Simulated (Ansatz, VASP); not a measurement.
CdHg2Se3 in VASP and in Ansatz

```xyz
6
Lattice="4.4141 0.0000 0.0000 -2.2071 3.8228 0.0000 0.0000 0.0000 10.7939" Properties=species:S:1:pos:R:3 pbc="T T T"
Cd    0.0000    0.0000    0.0097
Hg    2.2071    1.2743    7.2057
Hg    0.0000    2.5485    3.5859
Se    0.0000    0.0000    8.1134
Se    2.2071    1.2743    4.4992
Se    0.0000    2.5485    0.8723
```

Alike in both runs: functional PBE; k mesh 12 × 12 × 4; occupations gaussian, width 0.1 eV; no spin polarisation.

Ansatz relaxed the structure, and its values are those at the end. VASP's run is a single point on that final structure, the one shown.

|  | VASP | Ansatz |
| --- | --- | --- |
| version | VASP 6.6.1 | Ansatz 0.2.0 |
| potentials or method | VASP PAW PBE potentials, release 64 (Cd, Hg, Se), cutoff 520 eV | scalar-relativistic, plane waves, PAW |
| valence electrons in the cell | 54 | 108 |

|  | VASP | Ansatz | Ansatz less VASP |
| --- | --- | --- | --- |
| gap on the k mesh at the Fermi level (eV) | none | none | - |
| pressure (GPa) | 0.2 | 0.0 | -0.21 |

A gap of «none» marks a metal or a gap that the smearing closes. With one functional, cell and mesh, what is left measures potentials, basis and numerics. VASP's potentials hold 54 valence electrons a cell and Ansatz's 108, so a difference there can come from the potentials and not from the codes.

Spin-orbit coupling is off throughout.
